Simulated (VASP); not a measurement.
# Si2Sb5Se (P3m1) in VASP: a series of runs

Runs on Si2Sb5Se. Level: PBE. Tasks: single point, relaxation of cell and atoms.

Program: VASP 6.6.1. These are calculated values, not measurements. Logs are shortened: lines on timing, memory, paths and dates and some standing lists are left out, and cuts for length are marked.

### Step 1. The cell of the first run

Symmetry: P3m1, No. 156, trigonal system. Conventional cell: a = 4.158 Å, b = 4.158 Å, c = 16.637 Å, α = 90.00°, β = 90.00°, γ = 120.00°. Within 3.1 Å of Si (site symmetry 3m) lie 1 Si at 2.38 Å and 3 Sb at 2.67 Å. Within 3.1 Å of Si (site symmetry 3m) lie 1 Si at 2.38 Å and 3 Se at 2.51 Å. Within 3.5 Å of Sb (site symmetry 3m) lie 3 Si at 2.67 Å. Sb (site symmetry 3m) has 6 Sb at 2.88 to 3.44 Å within 3.8 Å. Sb (site symmetry 3m) has 3 Sb at 2.88 Å within 3.8 Å. Within 3.8 Å of Sb (site symmetry 3m) lie 3 Sb at 2.88 Å. Within 3.8 Å of Sb (site symmetry 3m) lie 6 Sb at 2.88 to 3.44 Å. Se (site symmetry 3m) has 3 Si at 2.51 Å within 3.3 Å.

### Step 2. Single point, PBE

File INCAR:

```
SYSTEM = Si2Sb5Se
PREC     = Accurate       ! precision mode
ENCUT    = 520            ! plane-wave cutoff, eV
EDIFF    = 1E-7           ! SCF threshold, eV
ISMEAR   = 0              ! smearing method
SIGMA    = 0.2            ! smearing width, eV
LREAL    = .FALSE.        ! projectors in reciprocal space
LASPH    = .TRUE.         ! aspherical terms in the spheres
NELM     = 80             ! most SCF steps
ALGO     = Normal         ! electronic algorithm
ISIF     = 2              ! what is computed and relaxed
LWAVE    = .FALSE.        ! write WAVECAR
LCHARG   = .FALSE.        ! write CHGCAR
GGA      = PE             ! functional
NBANDS   = 30             ! bands
```

File KPOINTS:

```
regular mesh
0
G
  5 5 1
  0 0 0
```

File POSCAR:

```
Si2Sb5Se
1.0
    4.1579655665      0.0000000000      0.0000000000
   -2.0789827833      3.6009038087      0.0000000000
    0.0000000000      0.0000000000     16.6365481335
Si Sb Se
2 5 1
Direct
    0.3333333333      0.6666666667      0.0892531325
    0.3333333333      0.6666666667      0.2323184349
    0.0000000000      0.0000000000      0.0191653459
    0.0000000000      0.0000000000      0.7285975100
    0.3333333333      0.6666666667      0.8246500833
    0.3333333333      0.6666666667      0.4841253350
    0.6666666667      0.3333333333      0.5801114454
    0.0000000000      0.0000000000      0.2767787129
```

Potentials or basis: VASP PAW PBE potentials, release 64 (Si, Sb, Se).

Started as:

```sh
$ cat potpaw_PBE.64/Si/POTCAR potpaw_PBE.64/Sb/POTCAR potpaw_PBE.64/Se/POTCAR > POTCAR
$ mpirun -np 1 vasp_std > vasp.out
```

OUTCAR:

```text
SYSTEM = Si2Sb5Se
   PREC = Accurate
   ENCUT = 520
   EDIFF = 1E-7
   ISMEAR = 0
   LREAL = .FALSE.
   LASPH = .TRUE.
   NELM = 80
   ISIF = 2
   GGA = PE

 ion  position               nearest neighbor table
   1  0.333  0.667  0.089-   2 2.38   3 2.67   3 2.67   3 2.67
   2  0.333  0.667  0.232-   1 2.38   8 2.51   8 2.51   8 2.51
   3  0.000  0.000  0.019-   1 2.67   1 2.67   1 2.67
   4  0.000  0.000  0.729-   5 2.88   5 2.88   5 2.88   7 3.44   7 3.44   7 3.44
   5  0.333  0.667  0.825-   4 2.88   4 2.88   4 2.88
   6  0.333  0.667  0.484-   7 2.88   7 2.88   7 2.88
   7  0.667  0.333  0.580-   6 2.88   6 2.88   6 2.88   4 3.44   4 3.44   4 3.44
   8  0.000  0.000  0.277-   2 2.51   2 2.51   2 2.51

  LATTYP: Found a hexagonal cell.
 ALAT       =     4.1579655665
 C/A-ratio  =     4.0011269616

  Lattice vectors:

 A1 = (   4.1579655665,   0.0000000000,   0.0000000000)
 A2 = (  -2.0789827833,   3.6009038087,   0.0000000000)
 A3 = (   0.0000000000,   0.0000000000,  16.6365481335)

Analysis of symmetry for initial positions (statically):
=====================================================================
 Subroutine PRICEL returns:
 Original cell was already a primitive cell.

 Routine SETGRP: Setting up the symmetry group for a
 hexagonal supercell.

 Subroutine GETGRP returns: Found  6 space group operations
 (whereof  6 operations were pure point group operations)
 out of a pool of 24 trial point group operations.

The static configuration has the point symmetry C_3v.

Analysis of symmetry for dynamics (positions and initial velocities):
=====================================================================
 Subroutine PRICEL returns:
 Original cell was already a primitive cell.

 Routine SETGRP: Setting up the symmetry group for a
 hexagonal supercell.

 Subroutine GETGRP returns: Found  6 space group operations
 (whereof  6 operations were pure point group operations)
 out of a pool of 24 trial point group operations.

The dynamic configuration has the point symmetry C_3v.

 Subroutine INISYM returns: Found  6 space group operations
 (whereof  6 operations are pure point group operations),
 and found     1 'primitive' translations

----------------------------------------------------------------------------------------

                                     Primitive cell

  volume of cell :     249.0896

  direct lattice vectors                    reciprocal lattice vectors
     4.157965566  0.000000000  0.000000000     0.240502232  0.138854028  0.000000000
    -2.078982783  3.600903809  0.000000000     0.000000000  0.277708057  0.000000000
     0.000000000  0.000000000 16.636548133     0.000000000  0.000000000  0.060108623

  length of vectors
     4.157965566  4.157965567 16.636548133     0.277708057  0.277708057  0.060108623

  position of ions in fractional coordinates (direct lattice)
     0.333333333  0.666666667  0.089253132
     0.333333333  0.666666667  0.232318435
     0.000000000  0.000000000  0.019165346
     0.000000000  0.000000000  0.728597510
     0.333333333  0.666666667  0.824650083
     0.333333333  0.666666667  0.484125335
     0.666666667  0.333333333  0.580111445
     0.000000000  0.000000000  0.276778713

  ion indices of the primitive-cell ions
   primitive index   ion index
                 1           1
                 2           2
                 3           3
                 4           4
                 5           5
                 6           6
                 7           7
                 8           8

----------------------------------------------------------------------------------------

 KPOINTS: regular mesh

Automatic generation of k-mesh.
 Grid dimensions read from file:
 generate k-points for:    5    5    1

 Generating k-lattice:

  Cartesian coordinates                     Fractional coordinates (reciprocal lattice)
     0.048100446  0.027770806  0.000000000     0.200000000  0.000000000  0.000000000
     0.000000000  0.055541611  0.000000000     0.000000000  0.200000000  0.000000000
[... 48 lines left out ...]
  ---------------------------------------------------
  ext. energy  EPLUGINS =         0.00000000
  ---------------------------------------------------
  free energy    TOTEN  =       -34.28871052 eV

  energy without entropy =      -34.27473236  energy(sigma->0) =      -34.28172144

 E-fermi :   5.2936     XC(G=0):  -8.7752

 val. band max:        4.9753718130   @ k =   0.2000   0.0000   0.0000
 cond. band min:       5.4011654883   @ k =   0.0000   0.0000   0.0000
 fundamental gap:      0.4257936753
 Fermi energy:         5.2936358761

 k-point     1 :       0.0000    0.0000    0.0000
  band No.  band energies     occupation
      1      -9.3540      2.00000
      2      -6.9764      2.00000
      3      -6.4443      2.00000
      4      -6.2481      2.00000
      5      -2.6880      2.00000
      6      -2.1303      2.00000
[... 22 lines left out ...]
     29       7.7133      0.00000
     30       7.8023      0.00000

 k-point     2 :       0.2000    0.0000    0.0000
  band No.  band energies     occupation
      1      -9.1304      2.00000
      2      -6.5570      2.00000
      3      -6.0487      2.00000
      4      -5.8668      2.00000
      5      -2.6756      2.00000
      6      -2.3955      2.00000
[... 22 lines left out ...]
     29       8.4731      0.00000
     30       8.8567      0.00000

 k-point     3 :       0.4000    0.0000    0.0000
  band No.  band energies     occupation
      1      -8.6870      2.00000
      2      -5.4008      2.00000
      3      -5.0461      2.00000
      4      -4.9129      2.00000
      5      -3.6050      2.00000
      6      -3.1170      2.00000
[... 22 lines left out ...]
     29       8.9280      0.00000
     30       8.9910      0.00000

 k-point     4 :       0.2000    0.2000    0.0000
  band No.  band energies     occupation
      1      -8.7847      2.00000
      2      -5.7525      2.00000
      3      -5.3183      2.00000
      4      -5.1659      2.00000
      5      -3.3128      2.00000
      6      -2.6682      2.00000
[... 22 lines left out ...]
     29       8.9782      0.00000
     30       9.0986      0.00000

 k-point     5 :       0.4000    0.2000    0.0000
  band No.  band energies     occupation
      1      -8.5269      2.00000
      2      -4.5505      2.00000
      3      -4.5129      2.00000
      4      -4.4087      2.00000
      5      -3.9129      2.00000
      6      -3.5943      2.00000
[... 22 lines left out ...]
     29       9.0346      0.00000
     30       9.6673      0.00000

------------------------ aborting loop because EDIFF is reached ----------------------------------------

  FORCE on cell =-STRESS in cart. coord.  units (eV):
  Direction    XX          YY          ZZ          XY          YZ          ZX
  --------------------------------------------------------------------------------------
  -------------------------------------------------------------------------------------
  Total        0.1973725      0.1973725      0.3460087     -0.0000000      0.0000000      0.0000000
  in kB        1.2695258      1.2695258      2.2255738     -0.0000000      0.0000000      0.0000000
  external PRESSURE =       1.5882085 kB  Pullay stress =       0.0000000 kB

 VOLUME and BASIS-vectors are now :
 -----------------------------------------------------------------------------
  energy-cutoff  :      520.00
  volume of cell :      249.09
      direct lattice vectors                 reciprocal lattice vectors
     4.157965566  0.000000000  0.000000000     0.240502232  0.138854028  0.000000000
    -2.078982783  3.600903809  0.000000000     0.000000000  0.277708057  0.000000000
     0.000000000  0.000000000 16.636548133     0.000000000  0.000000000  0.060108623

 POSITION                                       TOTAL-FORCE (eV/Angst)
 -----------------------------------------------------------------------------------
     -0.00000      2.40060      1.48486         0.000000     -0.000000      0.052969
     -0.00000      2.40060      3.86498         0.000000     -0.000000     -0.025700
      0.00000      0.00000      0.31885         0.000000      0.000000     -0.025192
      0.00000      0.00000     12.12135         0.000000     -0.000000     -0.132892
     -0.00000      2.40060     13.71933         0.000000     -0.000000      0.096501
     -0.00000      2.40060      8.05417        -0.000000      0.000000     -0.083794
      2.07898      1.20030      9.65105         0.000000      0.000000      0.138297
      0.00000      0.00000      4.60464        -0.000000     -0.000000     -0.020190
 -----------------------------------------------------------------------------------
    total drift:                               -0.000000      0.000000     -0.000207

  FREE ENERGIE OF THE ION-ELECTRON SYSTEM (eV)
  ---------------------------------------------------
  free  energy   TOTEN  =       -34.2887105242 eV

  energy  without entropy=      -34.2747323573  energy(sigma->0) =      -34.28172144
```

Run time: 27 s. Hardware: 1 thread of AMD EPYC 9R45 (Zen 5), shared host; peak memory 0.33 GiB.

Results:

```
Free energy            : -34.2887 eV
Pressure               : 0.2 GPa
Largest force          : 0.138 eV/Å
Band gap on the k mesh : zero (an odd number of electrons rules out a gap without spin polarisation)
```

Forces on the atoms (eV/Å):
```
Si   0.000  0.000  0.053
Si   0.000  0.000 -0.026
Sb   0.000  0.000 -0.025
Sb   0.000  0.000 -0.133
Sb   0.000  0.000  0.097
Sb   0.000  0.000 -0.084
Sb   0.000  0.000  0.138
Se   0.000  0.000 -0.020
```

Caveat: the k points lie up to 0.38 Å⁻¹ apart, too coarse for converged energies and pressures of a metal; spin-orbit coupling is left out, which moves the levels of the heavy elements; this functional lacks dispersion, which binds layers or chains, so the pressure and a relaxed spacing across them are unreliable; an odd number of electrons without spin polarisation forces a metal; a magnetic or distorted state may lie lower.

### Step 3. Relaxation of cell and atoms, PBE

This run uses another cell than the first one, of 26.90 Å³/atom.

File INCAR:

```
PREC     = Accurate       # precision mode
ENCUT    = 600            # plane-wave cutoff, eV
EDIFF    = 1E-7           # SCF threshold, eV
ISMEAR   = 0              # smearing method
SIGMA    = 0.2            # smearing width, eV
LREAL    = False          # projectors in reciprocal space
LASPH    = True           # aspherical terms in the spheres
NELM     = 60             # most SCF steps
ALGO     = Normal         # electronic algorithm
ISIF     = 3              # what is computed and relaxed
LWAVE    = False          # write WAVECAR
LCHARG   = False          # write CHGCAR
GGA      = PE             # functional
IBRION   = 2              # ionic algorithm
NSW      = 36             # ionic steps
EDIFFG   = -0.08          # ionic threshold
```

File KPOINTS:

```
Automatic mesh
0
Gamma
  5 5 1
```

File POSCAR:

```
Si2Sb5Se
1.0
    4.0500000000      0.0000000000      0.0000000000
   -2.0250000000      3.5074028900      0.0000000000
    0.0000000000      0.0000000000     15.1500000000
Si Sb Se
2 5 1
Direct
    0.3333333300      0.6666666700      0.0790000000
    0.3333333300      0.6666666700      0.2340000000
    0.0000000000      0.0000000000      0.0000000000
    0.0000000000      0.0000000000      0.7330000000
    0.3333333300      0.6666666700      0.8350000000
    0.3333333300      0.6666666700      0.4790000000
    0.6666666700      0.3333333300      0.5810000000
    0.0000000000      0.0000000000      0.2940000000
```

Potentials or basis: VASP PAW PBE potentials, release 64 (Si, Sb, Se).

Started as:

```sh
$ cat potpaw_PBE.64/Si/POTCAR potpaw_PBE.64/Sb/POTCAR potpaw_PBE.64/Se/POTCAR > POTCAR
$ mpirun -np 1 vasp_std > vasp.out
```

Wall time 4.1 min (1 thread of AMD EPYC 9R45 (Zen 5), shared host); peak memory 0.36 GiB.

The run converged. Its results:

```yaml
Free_energy: -34.2869 eV
Relaxed_volume: 30.99 Å³/atom
Relaxed_cell: a = 4.157 Å, b = 4.157 Å, c = 16.567 Å, α = 90.00°, β = 90.00°, γ = 120.00°
Space_group_after_relaxing_to_0.1_Å: P3m1 (No. 156)
Energy_gained_by_relaxing: 71.0 meV/atom
Ionic_steps: 15
Pressure_after_relaxing: 0.0 GPa
Largest_force_after_relaxing: 0.054 eV/Å
Band_gap_on_the_k_mesh: zero (an odd number of electrons rules out a gap without spin polarisation)
```

Forces on the atoms (eV/Å):
```
Si   0.000  0.000  0.026
Si   0.000  0.000  0.008
Sb   0.000  0.000  0.002
Sb   0.000  0.000 -0.030
Sb   0.000  0.000 -0.024
Sb   0.000  0.000  0.015
Sb   0.000  0.000  0.054
Se   0.000  0.000 -0.051
```

The path:
| step | energy change (eV) | largest force (eV/Å) | pressure (GPa) | volume (Å³) |
| --- | --- | --- | --- | --- |
| 1 | 0.0000 | 1.0478 | 5.53 | 215.21 |
| 2 | -0.2440 | 0.8040 | -2.32 | 245.45 |
| 3 | -0.3468 | 0.6323 | 0.00 | 233.92 |
| 4 | -0.3925 | 0.5312 | -0.01 | 235.37 |
| 5 | -0.4692 | 0.6558 | 0.03 | 239.75 |
| 6 | -0.4736 | 0.7723 | 0.07 | 241.13 |
| 7 | -0.5105 | 0.4603 | -0.08 | 242.86 |
| 8 | -0.5358 | 0.2012 | -0.25 | 245.64 |
| 9 | -0.5542 | 0.1099 | 0.05 | 244.72 |
| 10 | -0.5593 | 0.1029 | 0.33 | 243.92 |
| 11 | -0.5637 | 0.1607 | -0.05 | 246.31 |
| 12 | -0.5637 | 0.1657 | -0.08 | 246.52 |
| 13 | -0.5669 | 0.1007 | -0.01 | 247.27 |
| 14 | -0.5672 | 0.0833 | 0.02 | 247.59 |
| 15 | -0.5682 | 0.0535 | 0.03 | 247.92 |

Final structure:
```xyz
8
Lattice="4.1570 0.0000 0.0000 -2.0785 3.6000 0.0000 0.0000 0.0000 16.5666" Properties=species:S:1:pos:R:3 pbc="T T T"
Si    0.0000    2.4000    1.4778
Si    0.0000    2.4000    3.8564
Sb    0.0000    0.0000    0.3078
Sb    0.0000    0.0000   12.0743
Sb    0.0000    2.4000   13.6881
Sb    0.0000    2.4000    7.9882
Sb    2.0785    1.2000    9.5974
Se    0.0000    0.0000    4.6028
```

Levels at points of the mesh, in eV from the Fermi level:
| k point | band 17 | band 18 | band 19 | band 20 | band 21 | band 22 |
| --- | --- | --- | --- | --- | --- | --- |
| (0.00, 0.00, 0.00) | -0.71 | -0.71 | -0.63 | 0.11 | 0.75 | 0.97 |

Caveat: the k points lie up to 0.38 Å⁻¹ apart in the final cell, too coarse for converged energies and pressures of a metal; the volume moved by over 15 % at a fixed basis, so the end points are rough; spin-orbit coupling is left out, which moves the levels of the heavy elements; this functional lacks dispersion, which binds layers or chains, so the pressure and a relaxed spacing across them are unreliable; an odd number of electrons without spin polarisation forces a metal; a magnetic or distorted state may lie lower; the relaxation stopped at a loose force limit of 0.08 eV/Å, so its end isn't a converged minimum.

### Step 4. Single point, PBE

This run uses another cell than the first one, of 31.07 Å³/atom.

File INCAR:

```
PREC = Accurate
ENCUT = 520
EDIFF = 1E-6
ISMEAR = 0
SIGMA = 0.2
LREAL = False
LASPH = True
NELM = 60
ALGO = Normal
ISIF = 2
LWAVE = False
LCHARG = True
GGA = PE
LELF = True
LVHAR = True
NBANDS = 30
```

File KPOINTS:

```
Automatic mesh
0
Gamma
  6 6 2
```

File POSCAR:

```
Si2Sb5Se
1.0
    4.1506787917      0.0000000000      0.0000000000
   -2.0753393959      3.5945932766      0.0000000000
    0.0000000000      0.0000000000     16.6573148737
Si Sb Se
2 5 1
Direct
    0.3333333333      0.6666666667      0.0933707107
    0.3333333333      0.6666666667      0.2362936365
    0.0000000000      0.0000000000      0.0228784742
    0.0000000000      0.0000000000      0.7282804753
    0.3333333333      0.6666666667      0.8254235564
    0.3333333333      0.6666666667      0.4765337051
    0.6666666667      0.3333333333      0.5735988295
    0.0000000000      0.0000000000      0.2786206122
```

Started as:

```sh
$ cat potpaw_PBE.64/Si/POTCAR potpaw_PBE.64/Sb/POTCAR potpaw_PBE.64/Se/POTCAR > POTCAR
$ mpirun -np 1 vasp_std > vasp.out
```

It took 77 s on 1 thread of AMD EPYC 9R45 (Zen 5), shared host; peak memory 0.37 GiB.

Results (log left out):

| Quantity | Value |
| --- | --- |
| Free energy | -34.2155 eV |
| Pressure | 0.3 GPa |
| Largest force | 0.159 eV/Å |
| Band gap on the k mesh | zero (an odd number of electrons rules out a gap without spin polarisation) |

Forces on the atoms (eV/Å):
```
Si   0.000  0.000  0.033
Si   0.000  0.000 -0.159
Sb   0.000  0.000 -0.040
Sb   0.000  0.000 -0.038
Sb   0.000  0.000  0.021
Sb   0.000  0.000  0.008
Sb   0.000  0.000  0.041
Se   0.000  0.000  0.134
```

Stress tensor (GPa, compression positive):
```
0.35 0.00 0.00
0.00 0.35 0.00
0.00 0.00 0.05
```

Levels at points of the mesh, in eV from the Fermi level:
```tsv
k point	band 15	band 16	band 17	band 18	band 19	band 20	band 21	band 22	band 23	band 24
(0.00, 0.00, 0.00)	-0.96	-0.96	-0.77	-0.77	-0.65	0.12	0.75	0.96	0.96	1.09
(0.50, 0.00, 0.00)	-2.71	-2.62	-2.08	-2.01	-1.49	-0.73	0.18	0.63	1.23	1.71
(0.00, 0.00, 0.50)	-0.97	-0.97	-0.77	-0.77	-0.72	0.36	0.52	0.96	0.96	1.12
(0.50, 0.00, 0.50)	-2.70	-2.59	-2.09	-1.97	-1.45	-0.89	0.36	0.67	0.94	1.76
```

Caveat: spin-orbit coupling is left out, which moves the levels of the heavy elements; this functional lacks dispersion, which binds layers or chains, so the pressure and a relaxed spacing across them are unreliable; an odd number of electrons without spin polarisation forces a metal; a magnetic or distorted state may lie lower.

### Step 5. Overview

```csv
task,cell,k mesh,cutoff (eV),gap on the mesh (eV),pressure (GPa),largest force (eV/Å)
single point,"a = 4.158, b = 4.158, c = 16.637 Å, angles 90.0, 90.0, 120.0°, 8 atoms, atomic positions A",5 × 5 × 1,520,none,0.2,0.14
relaxation of cell and atoms,"relaxed from a = 4.050, b = 4.050, c = 15.150 Å, angles 90.0, 90.0, 120.0°, 8 atoms, atomic positions B",5 × 5 × 1,600,none,0.0,0.05
single point,"a = 4.151, b = 4.151, c = 16.657 Å, angles 90.0, 90.0, 120.0°, 8 atoms, atomic positions C",6 × 6 × 2,520,none,0.3,0.16
```

Alike in all rows: level PBE; potentials or basis VASP PAW PBE potentials, release 64 (Si, Sb, Se); no spin polarisation; smearing gaussian 0.2 eV.

Caveats: some runs use coarse meshes; spin-orbit coupling is left out, which moves the levels of the heavy elements; this functional lacks dispersion, which binds layers or chains, so the pressure and a relaxed spacing across them are unreliable; an odd number of electrons without spin polarisation forces a metal; a magnetic or distorted state may lie lower; the volume moved by over 15 % at a fixed basis, so the end points are rough (at least some runs); the relaxation stopped at a loose force limit of 0.08 eV/Å, so its end isn't a converged minimum (at least some runs).

Total energies depend on the potentials used, so only differences within one code and one set of settings carry meaning.

The gap in the log of VASP goes by the Fermi energy; the results here count the filled bands.